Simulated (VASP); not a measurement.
Input of a VASP 6.6.1 run:

The input INCAR:

```
PREC = Accurate ; ENCUT = 600
EDIFF = 1E-6 ; ISMEAR = 0
SIGMA = 0.1 ; LREAL = F
LASPH = T ; NELM = 80
ALGO = Normal ; ISIF = 3
LWAVE = F ; LCHARG = F
GGA = PE ; IBRION = 2
NSW = 100 ; EDIFFG = -0.01
```

Contents of KPOINTS:

```
regular mesh
0
Gamma
  10 10 10
```

The input POSCAR:

```
B3As2
1.0
    4.1437539200      0.0000000000      0.0000000000
    0.0000000000      4.1437539200      0.0000000000
    0.0000000000      0.0000000000      4.1437539200
B As
3 2
Direct
    0.5000000000      0.0000000000      0.0000000000
    0.0000000000      0.5000000000      0.0000000000
    0.0000000000      0.0000000000      0.5000000000
    0.5000000000      0.5000000000      0.5000000000
    0.0000000000      0.0000000000      0.0000000000
```

Potentials or basis: VASP PAW PBE potentials, release 64 (B, As).

The run is started by

```bash
$ cat potpaw_PBE.64/B/POTCAR potpaw_PBE.64/As/POTCAR > POTCAR
$ mpirun -np 1 vasp_std > vasp.out
```

Task: Estimate the relaxed cell.

Result: a = 4.136 Å, b = 4.136 Å, c = 4.136 Å, α = 90.00°, β = 90.00°, γ = 90.00°.

Task: What does it give for the relaxed volume?

Result: 14.15 Å³/atom.

Task: Predict the space group after relaxing (to 0.05 Å).

Result: Pm-3m (No. 221).

Step by step:
```
step  energy change (eV)  largest force (eV/Å)  pressure (GPa)  volume (Å³)
   1              0.0000                0.0000           -0.55        71.15
   2             -0.0007                0.0000            0.13        70.65
   3             -0.0007                0.0000            0.01        70.74
```
